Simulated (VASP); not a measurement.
## CoPdO2: relaxation of cell and atoms with PBE

The system is CoPdO2.

```xyz
8
Lattice="4.5266 0.0000 0.0000 0.0000 4.5266 0.0000 0.0000 0.0000 4.4042" Properties=species:S:1:pos:R:3 pbc="T T T"
Co    0.0000    0.0000    2.2021
Co    2.2633    2.2633    0.0000
Pd    0.0000    0.0000    0.0000
Pd    2.2633    2.2633    2.2021
O     3.5171    3.5171    0.0000
O     1.0096    1.0096    0.0000
O     3.2729    1.2538    2.2021
O     1.2538    3.2729    2.2021
```

The cell was generated, and may not be a known phase.

```yaml
Program: VASP 6.6.1
Task: relaxation of cell and atoms
Functional: PBE
Potentials_or_basis: VASP PAW PBE potentials, release 64 (Co, Pd, O)
Cutoff: 600 eV
k_mesh: 3 × 3 × 3
Occupations: gaussian, width 0.15 eV
Spin: collinear spin, ferromagnetic start
Starting_moments: "[3.0, 3.0, 0.0, 0.0, 0.0, 0.0, 0.0, 0.0] μB"
Dipole_correction: no
Further_INCAR_settings: ALGO = Normal; EDIFF = 1e-07; IBRION = 2; EDIFFG = -0.08; NSW = 36; ISIF = 3
```

```yaml
Relaxed_volume: 16.13 Å³/atom
Relaxed_cell: a = 4.969 Å, b = 4.969 Å, c = 5.226 Å, α = 90.00°, β = 90.00°, γ = 90.00°
Space_group_after_relaxing_to_0.1_Å: P4_2/mnm (No. 136)
Pressure_after_relaxing: 0.1 GPa
Largest_force_after_relaxing: 0.032 eV/Å
Band_gap_on_the_k_mesh: zero (filled and empty bands overlap)
Net_moment: 0.00 μB per cell
Valence_electrons_inside_the_program's_atomic_spheres: Co 8.54; Pd 9.47; O 4.96
```

Forces in eV/Å, atoms in the order of the input:
```
Co   0.000  0.000  0.000
Co   0.000  0.000  0.000
Pd   0.000  0.000  0.000
Pd   0.000  0.000  0.000
O   -0.023 -0.023  0.000
O    0.023  0.023  0.000
O    0.023 -0.023  0.000
O   -0.023  0.023  0.000
```

Stress tensor (GPa, compression positive):
```
0.04 0.00 0.00
0.00 0.04 0.00
0.00 0.00 0.14
```

Final structure:
```xyz
8
Lattice="4.9691 0.0000 0.0000 0.0000 4.9691 0.0000 0.0000 0.0000 5.2259" Properties=species:S:1:pos:R:3 pbc="T T T"
Co    4.9691    0.0000    2.6130
Co    2.4845    2.4845    0.0000
Pd    4.9691    0.0000    0.0000
Pd    2.4845    2.4845    2.6130
O     3.6450    3.6450    0.0000
O     1.3241    1.3241    0.0000
O     3.8086    1.1604    2.6130
O     1.1604    3.8086    2.6130
```

Levels at points of the mesh, in eV from the Fermi level:
Spin up:
```csv
k point,band 26,band 27,band 28,band 29,band 30,band 31,band 32,band 33,band 34,band 35
"(0.00, 0.00, 0.00)",-1.65,-0.47,-0.47,-0.27,-0.15,0.18,0.63,0.63,0.66,0.72
```
Spin down:
| k point | band 27 | band 28 | band 29 | band 30 | band 31 | band 32 | band 33 | band 34 |
| --- | --- | --- | --- | --- | --- | --- | --- | --- |
| (0.00, 0.00, 0.00) | -0.47 | -0.47 | -0.27 | -0.15 | 0.18 | 0.63 | 0.63 | 0.66 |

It took 33 min on 1 thread of Intel(R) Xeon(R) Platinum 8259CL CPU @ 2.50GHz (Skylake/Cascade Lake), on a shared host, peak memory 0.28 GiB.

Caveat: the k points lie up to 0.42 Å⁻¹ apart in the final cell; the volume moved by over 15 % at a fixed basis, so the end points are rough; the moments typed at the start vanished in this run; semilocal functionals often make such compounds metallic where correlation or magnetic order opens a gap, which also shifts bond lengths. With open d or f shells a metallic result of PBE can be an artefact of self-interaction; +U or a hybrid may open a gap.
